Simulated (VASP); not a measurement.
A run of VASP 6.6.1:

INCAR

```
SYSTEM = SnO
  PREC = Accurate
  ENCUT = 520
  EDIFF = 1E-6
  ISMEAR = 0
  SIGMA = 0.15
  LREAL = .False.
  LASPH = .True.
  NELM = 60
  ALGO = Normal
  ISIF = 2
  LWAVE = .False.
  LCHARG = .False.
  GGA = PE
  IVDW = 12
  NBANDS = 28
```

File KPOINTS:

```
regular mesh
0
Gamma
  14 14 12
  0 0 0
```

POSCAR

```
SnO
1.0
    4.0506966701      0.0000000000      0.0000000000
    0.0000000000      4.0506966701      0.0000000000
    0.0000000000      0.0000000000      4.2731405186
Sn O
2 2
Direct
    0.0000000000      0.5000000000      0.2432421493
    0.5000000000      0.0000000000      0.7567578507
    0.0000000000      0.0000000000      0.0000000000
    0.5000000000      0.5000000000      0.0000000000
```

Potentials or basis: VASP PAW PBE potentials, release 64 (Sn_d, O).

Launch:

```console
$ cat potpaw_PBE.64/Sn_d/POTCAR potpaw_PBE.64/O/POTCAR > POTCAR
$ mpirun -np 1 vasp_std > vasp.out
```

Hardware: 1 thread of Intel(R) Xeon(R) 6975P-C (Granite Rapids) (shared host).

Question: Estimate the wall time of this run.

Answer: Wall time 3.2 min on 1 thread of Intel(R) Xeon(R) 6975P-C (Granite Rapids) (shared host), peak memory 0.48 GiB. Counts: scf iterations 14, k points 252.
